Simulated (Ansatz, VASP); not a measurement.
# SnO2: VASP beside Ansatz

The input INCAR:

```
SYSTEM = SnO2
PREC = Accurate
ENCUT = 520
EDIFF = 1E-7
ISMEAR = -1
SIGMA = 0.05
LREAL = .FALSE.
LASPH = .TRUE.
NELM = 100
ALGO = Normal
ISIF = 2
LWAVE = .FALSE.
LCHARG = .FALSE.
GGA = PE
NBANDS = 35
```

KPOINTS

```
regular mesh
0
G
  9 9 3
  0 0 0
```

The input POSCAR:

```
SnO2
1.0
    3.2088932479      0.0000000000      0.0000000000
   -1.6044466240      2.7789830708      0.0000000000
    0.0000000000      0.0000000000     10.7181399387
Sn O
2 4
Direct
    0.0000000000      0.0000000000      0.0000000000
    0.0000000000      0.0000000000      0.5000000000
    0.3333333333      0.6666666667      0.9058620000
    0.3333333333      0.6666666667      0.5941380000
    0.6666666667      0.3333333333      0.0941380000
    0.6666666667      0.3333333333      0.4058620000
```

input.yaml

```yaml
crystal:
  lattice:
    - [3.2088932479, 0.0, 0.0]
    - [-1.604446624, 2.7789830708, 0.0]
    - [0.0, 0.0, 10.7181399387]
  atoms:
    - { symbol: Sn, position: [0.0, 0.0, 0.0] }
    - { symbol: Sn, position: [0.0, 0.0, 0.5] }
    - { symbol: O, position: [0.3333333333, 0.6666666667, 0.905862] }
    - { symbol: O, position: [0.3333333333, 0.6666666667, 0.594138] }
    - { symbol: O, position: [0.6666666667, 0.3333333333, 0.094138] }
    - { symbol: O, position: [0.6666666667, 0.3333333333, 0.405862] }
hamiltonian:
  xc: pbe
  pseudopotentials: { kind: paw }
kpoints:
  mp_grid: { grid: [9, 9, 3] }
scf:
  occupations: { method: fermi_dirac, width: 0.05 }
output:
  forces: true
  stress: true
  eigenvalues: true
```

Alike in both runs: task single point; functional PBE; k mesh 9 × 9 × 3; occupations fermi-dirac, width 0.05 eV; no spin polarisation.

|  | VASP | Ansatz |
| --- | --- | --- |
| version | VASP 6.6.1 | Ansatz 0.2.0 |
| potentials or method | VASP PAW PBE potentials, release 64 (Sn_d, O) | Ansatz PAW |
| plane-wave cutoff (eV) | 520 | 420 |
| valence electrons in the cell | 52 | 52 |

Ansatz gave:

* gap on the k mesh at the Fermi level (eV): 2.23
* least direct gap on the mesh (eV): 2.65
* pressure (GPa): 2.3
* traceless stress, the component that is largest in VASP (GPa): -0.46
* rms of the force components (eV/Å): 0.059

Q: Which values does VASP return?

A: gap on the k mesh at the Fermi level (eV): 2.21; least direct gap on the mesh (eV): 2.63; pressure (GPa): 2.8; traceless stress, the component that is largest in VASP (GPa): -0.80; rms of the force components (eV/Å): 0.083.

Atom by atom the forces differ by 0.024 eV/Å (rms over components).

Noted on Ansatz's run: odd divisions of the mesh miss points on the zone boundary, where band edges often lie, so the gap on the mesh can be too wide.
